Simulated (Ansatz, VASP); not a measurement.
**One calculation of AgCl, two programs**

Contents of INCAR:

```
PREC = Accurate
ENCUT = 520
EDIFF = 1E-7
ISMEAR = -1
SIGMA = 0.01
LREAL = F
LASPH = T
NELM = 80
ALGO = Normal
ISIF = 2
LWAVE = F
LCHARG = T
GGA = CA
LELF = T
LVHAR = T
NBANDS = 16
```

Contents of KPOINTS:

```
Automatic mesh
0
Gamma
  9 9 9
```

Contents of POSCAR:

```
AgCl
1.0
    0.0000000000      2.7726629968      2.7726629968
    2.7726629968      0.0000000000      2.7726629968
    2.7726629968      2.7726629968      0.0000000000
Ag Cl
1 1
Direct
    0.0000000000      0.0000000000      0.0000000000
    0.5000000000      0.5000000000      0.5000000000
```

Input for Ansatz:

```yaml
crystal:
  lattice:
    - [0.0, 2.7726629968, 2.7726629968]
    - [2.7726629968, 0.0, 2.7726629968]
    - [2.7726629968, 2.7726629968, 0.0]
  atoms:
    - { symbol: Ag, position: [0.0, 0.0, 0.0] }
    - { symbol: Cl, position: [0.5, 0.5, 0.5] }
kpoints:
  mp_grid: { grid: [9, 9, 9] }
  band_path:
    path:
      - [0.0, 0.0, 0.0]
      - [0.5, 0.0, 0.5]
      - [0.625, 0.25, 0.625]
      - [0.375, 0.375, 0.75]
      - [0.0, 0.0, 0.0]
      - [0.5, 0.5, 0.5]
      - [0.5, 0.25, 0.75]
      - [0.5, 0.0, 0.5]
    npoints: 5
scf:
  occupations: { method: fermi_dirac, width: 0.01 }
hamiltonian:
  xc: lda
  pseudopotentials: { kind: all_electron, lapw: { basis_error: 0.0005 } }
output:
  forces: true
  stress: true
  eigenvalues: true
```

Alike in both runs: task single point; functional LDA; k mesh 9 × 9 × 9; occupations fermi-dirac, width 0.01 eV; no spin polarisation.

|  | VASP | Ansatz |
| --- | --- | --- |
| version | VASP 6.6.1 | Ansatz 0.2.0 |
| potentials or method | VASP PAW LDA potentials, release 64 (Ag, Cl), cutoff 520 eV | all-electron LAPW, scalar-relativistic |

|  | VASP | Ansatz | Ansatz less VASP |
| --- | --- | --- | --- |
| gap on the k mesh at the Fermi level (eV) | 0.69 | 0.66 | -0.027 |
| pressure (GPa) | -5.6 | -5.5 | +0.01 |

LDA's correlation is that of Perdew and Zunger in VASP and of Perdew and Wang (1992) in Ansatz. Ansatz ran all-electron here, and VASP with PAW potentials.
